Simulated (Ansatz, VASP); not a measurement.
# Sn: VASP beside Ansatz

```
Sn
1.0
     3.36823    0.00000    0.00000
    -1.68412    2.91697    0.00000
     0.00000    0.00000    5.34472
Sn
2
Direct
  0.33333 0.66667 0.25000
  0.66667 0.33333 0.75000
```

Alike in both runs: functional PBEsol; k mesh 13 × 13 × 7; occupations fermi-dirac, width 0.1 eV; no spin polarisation.

Ansatz relaxed the structure, and its values are those at the end. VASP's run is a single point on that final structure, the one shown.

```csv
,VASP,Ansatz
version,VASP 6.6.1,Ansatz 0.2.0
potentials or method,"VASP PAW PBE potentials, release 64 (Sn_d)","PAW with Ansatz's default frozen-core files, scalar-relativistic"
plane-wave cutoff (eV),520,420
valence electrons in the cell,28,28
```

```csv
,VASP,Ansatz,Ansatz less VASP
pressure (GPa),0.0,0.0,+0.03
```

VASP's potentials were made for PBE, not for PBEsol. With one functional, cell and mesh, what is left measures potentials, basis and numerics.
